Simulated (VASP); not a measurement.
# MgO (P6_3/mmc) in VASP: single point with PBEsol

Aim: the single point of MgO with PBEsol.

All numbers are computed with VASP 6.6.1; they aren't measurements. Logs are shortened: lines on timing, memory, paths and dates and some standing lists are left out, and cuts for length are marked.

**1. The cell of the first run**

Symmetry: P6_3/mmc, No. 194, hexagonal system. The conventional cell has a = 3.486 Å, b = 3.486 Å, c = 4.178 Å, α = 90.00°, β = 90.00°, γ = 120.00°. Mg (site symmetry -6m2) has 5 O at 2.01 to 2.09 Å within 2.7 Å. Within 2.7 Å of O (site symmetry -6m2) lie 5 Mg at 2.01 to 2.09 Å.

**2. Single point, PBEsol**

INCAR reads:

```
ALGO     = Normal         # electronic algorithm
EDIFF    = 1E-6           # SCF threshold, eV
ENCUT    = 600            # plane-wave cutoff, eV
GGA      = PS             # functional
GGA_COMPAT= F            
ISIF     = 2              # what is computed and relaxed
ISMEAR   = -1             # smearing method
LASPH    = T              # aspherical terms in the spheres
LCHARG   = F              # write CHGCAR
LREAL    = F              # projectors in reciprocal space
LWAVE    = F              # write WAVECAR
NBANDS   = 16             # bands
NELM     = 120            # most SCF steps
PREC     = Accurate       # precision mode
SIGMA    = 0.01           # smearing width, eV
```

KPOINTS reads:

```
k-points
0
Gamma
  2 2 2
```

POSCAR reads:

```
MgO
1.0
    3.4863780000      0.0000000000      0.0000000000
   -1.7431890000      3.0192920000      0.0000000000
    0.0000000000      0.0000000000      4.1780410000
Mg O
2 2
Direct
    0.6666666667      0.3333333333      0.7500000000
    0.3333333333      0.6666666667      0.2500000000
    0.6666666667      0.3333333333      0.2500000000
    0.3333333333      0.6666666667      0.7500000000
```

Potentials or basis: VASP PAW PBE potentials, release 64 (Mg, O).

Command:

```console
cat potpaw_PBE.64/Mg/POTCAR potpaw_PBE.64/O/POTCAR > POTCAR
mpirun -np 1 vasp_std > vasp.out
```

OUTCAR:

```text
EDIFF = 1E-6
   ENCUT = 600
   GGA = PS
   ISIF = 2
   ISMEAR = -1
   LASPH = T
   LREAL = F
   NELM = 120
   PREC = Accurate

 ion  position               nearest neighbor table
   1  0.667  0.333  0.750-   4 2.01   4 2.01   4 2.01   3 2.09   3 2.09   2 2.90   2 2.90   2 2.90
                             2 2.90   2 2.90   2 2.90
   2  0.333  0.667  0.250-   3 2.01   3 2.01   3 2.01   4 2.09   4 2.09   1 2.90   1 2.90   1 2.90
                             1 2.90   1 2.90   1 2.90
   3  0.667  0.333  0.250-   2 2.01   2 2.01   2 2.01   1 2.09   1 2.09
   4  0.333  0.667  0.750-   1 2.01   1 2.01   1 2.01   2 2.09   2 2.09

  LATTYP: Found a hexagonal cell.
 ALAT       =     3.4863780000
 C/A-ratio  =     1.1983901344

  Lattice vectors:

 A1 = (   3.4863780000,   0.0000000000,   0.0000000000)
 A2 = (  -1.7431890000,   3.0192920000,   0.0000000000)
 A3 = (   0.0000000000,   0.0000000000,   4.1780410000)

Analysis of symmetry for initial positions (statically):
=====================================================================
 Subroutine PRICEL returns:
 Original cell was already a primitive cell.

 Routine SETGRP: Setting up the symmetry group for a
 hexagonal supercell.

 Subroutine GETGRP returns: Found 24 space group operations
 (whereof 12 operations were pure point group operations)
 out of a pool of 24 trial point group operations.

The static configuration has the point symmetry D_3d.
 The point group associated with its full space group is D_6h.

Analysis of symmetry for dynamics (positions and initial velocities):
=====================================================================
 Subroutine PRICEL returns:
 Original cell was already a primitive cell.

 Routine SETGRP: Setting up the symmetry group for a
 hexagonal supercell.

 Subroutine GETGRP returns: Found 24 space group operations
 (whereof 12 operations were pure point group operations)
 out of a pool of 24 trial point group operations.

The dynamic configuration has the point symmetry D_3d.
 The point group associated with its full space group is D_6h.

 Subroutine INISYM returns: Found 24 space group operations
 (whereof 12 operations are pure point group operations),
 and found     1 'primitive' translations

----------------------------------------------------------------------------------------

                                     Primitive cell

  volume of cell :      43.9797

  direct lattice vectors                    reciprocal lattice vectors
     3.486378000  0.000000000  0.000000000     0.286830631  0.165601737  0.000000000
    -1.743189000  3.019292000  0.000000000     0.000000000  0.331203474  0.000000000
     0.000000000  0.000000000  4.178041000     0.000000000  0.000000000  0.239346622

  length of vectors
     3.486378000  3.486378073  4.178041000     0.331203481  0.331203474  0.239346622

  position of ions in fractional coordinates (direct lattice)
     0.666666667  0.333333333  0.750000000
     0.333333333  0.666666667  0.250000000
     0.666666667  0.333333333  0.250000000
     0.333333333  0.666666667  0.750000000

  ion indices of the primitive-cell ions
   primitive index   ion index
                 1           1
                 2           2
                 3           3
                 4           4

----------------------------------------------------------------------------------------

 KPOINTS: k-points

Automatic generation of k-mesh.
 Grid dimensions read from file:
 generate k-points for:    2    2    2

 Generating k-lattice:

  Cartesian coordinates                     Fractional coordinates (reciprocal lattice)
     0.143415315  0.082800869  0.000000000     0.500000000  0.000000000  0.000000000
     0.000000000  0.165601737  0.000000000     0.000000000  0.500000000  0.000000000
     0.000000000  0.000000000  0.119673311     0.000000000  0.000000000  0.500000000

  Length of vectors
     0.165601741  0.165601737  0.119673311

  Shift w.r.t. Gamma in fractional coordinates (k-lattice)
     0.000000000  0.000000000  0.000000000

 Subroutine IBZKPT returns following result:
 ===========================================

 Found      4 irreducible k-points:

 Following reciprocal coordinates:
            Coordinates               Weight
  0.000000  0.000000  0.000000      1.000000
  0.500000  0.000000  0.000000      3.000000
  0.000000  0.000000  0.500000      1.000000
  0.500000  0.000000  0.500000      3.000000
   k-points           NKPTS =      4   k-points in BZ     NKDIM =      4   number of bands    NBANDS=     16
   number of dos      NEDOS =    301   number of ions     NIONS =      4
   total plane-waves  NPLWV =  28224
   dimension x,y,z NGX =    28 NGY =   28 NGZ =   36
   dimension x,y,z NGXF=    56 NGYF=   56 NGZF=   72
   ions per type =               2   2
   NGX,Y,Z   is equivalent  to a cutoff of  13.35, 13.35, 14.32 a.u.
   NGXF,Y,Z  is equivalent  to a cutoff of  26.70, 26.70, 28.65 a.u.
 SYSTEM =  unknown system
   PREC   = accura    normal or accurate (medium, high low for compatibility)
   ISTART =      0    job   : 0-new  1-cont  2-samecut
   ICHARG =      2    charge: 1-file 2-atom 10-const
   ISPIN  =      1    spin polarized calculation?
   LNONCOLLINEAR =      F non collinear calculations
   LSORBIT =      F    spin-orbit coupling
   LASPH  =      T    aspherical Exc in radial PAW
   ENCUT  =  600.0 eV  44.10 Ry    6.64 a.u.   6.96  6.96  8.34*2*pi/ulx,y,z
   NELM   =    120;   NELMIN=  2; NELMDL= -5     # of ELM steps
   EDIFF  = 0.1E-05   stopping-criterion for ELM
   LREAL  =      F    real-space projection
   EDIFFG = 0.1E-04   stopping-criterion for IOM
   NSW    =      0    number of steps for IOM
   IBRION =     -1    ionic relax: 0-MD 1-quasi-New 2-CG
   NFREE  =      0    steps in history (QN), initial steepest desc. (CG)
   ISIF   =      2    stress and relaxation
   ISYM   =      2    0-nonsym 1-usesym 2-fastsym
   POTIM  = 0.5000    time-step for ionic-motion
   TEBEG  =    0.0;   TEEND  =   0.0 temperature during run
   PSTRESS=    0.0 pullay stress
   NELECT =      16.0000    total number of electrons
   NUPDOWN=      -1.0000    fix difference up-down
   EMIN   =  10.00;   EMAX   =-10.00  energy-range for DOS
   EFERMI =   0.00;   METHOD = LEGACY
   ISMEAR =    -1;   SIGMA  =   0.01  broadening in eV -4-tet -1-fermi 0-gaus
   EFERMI_NEDOS =   21; number of points for ismear=-14 and -15
   IALGO  =     38    algorithm
   IMIX   =      4    mixing-type and parameters
     AMIX     =   0.40;   BMIX     =  1.00
     AMIX_MAG =   1.60;   BMIX_MAG =  1.00
  volume/ion in A,a.u.               =      10.99        74.20
  Fermi-wavevector in a.u.,A,eV,Ry     =   1.168685  2.208494 18.583166  1.365824
  Thomas-Fermi vector in A             =   2.305168
   LORBIT       =      0    0 simple, 1 ext, 2 COOP (PROOUT), +10 PAW based schemes
   GGA     = PS    functional components
   LHFCALC =     F    Hartree Fock is set to
   AEXX    =    0.0000 exact exchange contribution
   IVDW    =     0    specifies the selected vdW correction
   LEPSILON=     F    determine dielectric tensor
   LRPA    =     F    only Hartree local field effects (RPA)
 non-spin polarized calculation
  energy-cutoff  :      600.00
  volume of cell :       43.98
 maximum number of plane-waves:      1478
 NGX is ok and might be reduce to    28
   NGX = 13   NGY = 13   NGZ = 17

 number of electron      15.9999998 magnetization

 Free energy of the ion-electron system (eV)
  ---------------------------------------------------
  ext. energy  EPLUGINS =         0.00000000
  ---------------------------------------------------
  free energy    TOTEN  =       -24.57486532 eV

  energy without entropy =      -24.57486532  energy(sigma->0) =      -24.57486532

 E-fermi :   2.2064     XC(G=0): -10.2918

 val. band max:        1.9427898494   @ k =   0.0000   0.0000   0.0000
 cond. band min:       5.2297004627   @ k =   0.0000   0.0000   0.0000
 fundamental gap:      3.2869106133
 Fermi energy:         2.2063897939

 k-point     1 :       0.0000    0.0000    0.0000
  band No.  band energies     occupation
      1     -14.9253      2.00000
      2     -13.4855      2.00000
      3      -1.7700      2.00000
      4       0.1908      2.00000
      5       0.1908      2.00000
      6       1.1390      2.00000
      7       1.1390      2.00000
      8       1.9428      2.00000
      9       5.2297      0.00000
     10      11.2966      0.00000
     11      14.0244      0.00000
     12      14.3158      0.00000
     13      14.3158      0.00000
     14      17.3574      0.00000
     15      17.3574      0.00000
     16      17.4721      0.00000

 k-point     2 :       0.5000    0.0000    0.0000
  band No.  band energies     occupation
      1     -14.2064      2.00000
      2     -13.7504      2.00000
      3      -1.6853      2.00000
      4      -0.4734      2.00000
      5      -0.4306      2.00000
      6      -0.0393      2.00000
      7       0.6150      2.00000
      8       1.4289      2.00000
      9       8.7691      0.00000
     10      10.9224      0.00000
     11      11.5879      0.00000
     12      13.9595      0.00000
     13      14.7148      0.00000
     14      15.1970      0.00000
     15      16.4823      0.00000
     16      16.5863      0.00000

 k-point     3 :       0.0000    0.0000    0.5000
  band No.  band energies     occupation
      1     -14.2109      2.00000
      2     -14.2109      2.00000
      3      -0.5308      2.00000
      4      -0.5308      2.00000
      5       0.6453      2.00000
      6       0.6453      2.00000
      7       0.6453      2.00000
      8       0.6453      2.00000
      9       8.2744      0.00000
     10       8.2744      0.00000
     11      14.6690      0.00000
     12      14.6690      0.00000
     13      14.6690      0.00000
     14      14.6690      0.00000
     15      17.6367      0.00000
     16      17.6367      0.00000

 k-point     4 :       0.5000    0.0000    0.5000
  band No.  band energies     occupation
      1     -13.9134      2.00000
      2     -13.9134      2.00000
      3      -1.9999      2.00000
      4      -1.9999      2.00000
      5       0.3892      2.00000
      6       0.3892      2.00000
      7       1.1102      2.00000
      8       1.1102      2.00000
      9       9.0897      0.00000
     10       9.0897      0.00000
     11      13.8119      0.00000
     12      13.8119      0.00000
     13      15.8760      0.00000
     14      15.8760      0.00000
     15      16.3647      0.00000
     16      16.3647      0.00000

------------------------ aborting loop because EDIFF is reached ----------------------------------------

  FORCE on cell =-STRESS in cart. coord.  units (eV):
  Direction    XX          YY          ZZ          XY          YZ          ZX
  --------------------------------------------------------------------------------------
  -------------------------------------------------------------------------------------
  Total        0.4437491      0.4437491     -0.3502046      0.0000000      0.0000000      0.0000000
  in kB       16.1657461     16.1657470    -12.7579272      0.0000000      0.0000000      0.0000000
  external PRESSURE =       6.5245219 kB  Pullay stress =       0.0000000 kB

 VOLUME and BASIS-vectors are now :
 -----------------------------------------------------------------------------
  energy-cutoff  :      600.00
  volume of cell :       43.98
      direct lattice vectors                 reciprocal lattice vectors
     3.486378000  0.000000000  0.000000000     0.286830631  0.165601737  0.000000000
    -1.743189000  3.019292000  0.000000000     0.000000000  0.331203474  0.000000000
     0.000000000  0.000000000  4.178041000     0.000000000  0.000000000  0.239346622

 POSITION                                       TOTAL-FORCE (eV/Angst)
 -----------------------------------------------------------------------------------
      1.74319      1.00643      3.13353        -0.000000      0.000000      0.000000
     -0.00000      2.01286      1.04451        -0.000000     -0.000000      0.000000
      1.74319      1.00643      1.04451         0.000000     -0.000000      0.000000
     -0.00000      2.01286      3.13353         0.000000      0.000000      0.000000
 -----------------------------------------------------------------------------------
    total drift:                                0.000000     -0.000000      0.000000

  FREE ENERGIE OF THE ION-ELECTRON SYSTEM (eV)
  ---------------------------------------------------
  free  energy   TOTEN  =       -24.5748653215 eV

  energy  without entropy=      -24.5748653215  energy(sigma->0) =      -24.57486532
```

It took 14 s on 1 thread of Intel Xeon 8259CL, shared host; peak memory 0.16 GiB.

What came out:

```
Free energy            : -24.5749 eV
Pressure               : 0.7 GPa
Band gap on the k mesh : 3.29 eV, direct
```

Levels at points of the mesh, in eV from the valence-band top:
| k point | band 6 | band 7 | band 8 | band 9 | band 10 | band 11 |
| --- | --- | --- | --- | --- | --- | --- |
| (0.00, 0.00, 0.00) | -0.80 | -0.80 | 0.00 | 3.29 | 9.35 | 12.08 |
| (0.50, 0.00, 0.00) | -1.98 | -1.33 | -0.51 | 6.83 | 8.98 | 9.65 |
| (0.00, 0.00, 0.50) | -1.30 | -1.30 | -1.30 | 6.33 | 6.33 | 12.73 |
| (0.50, 0.00, 0.50) | -1.55 | -0.83 | -0.83 | 7.15 | 7.15 | 11.87 |

Caveat: the k points lie up to 1.04 Å⁻¹ apart; the PAW data sets were made with another functional, which shifts forces and pressure a little. PBEsol gaps usually lie below the measured ones, often by a third to a half.
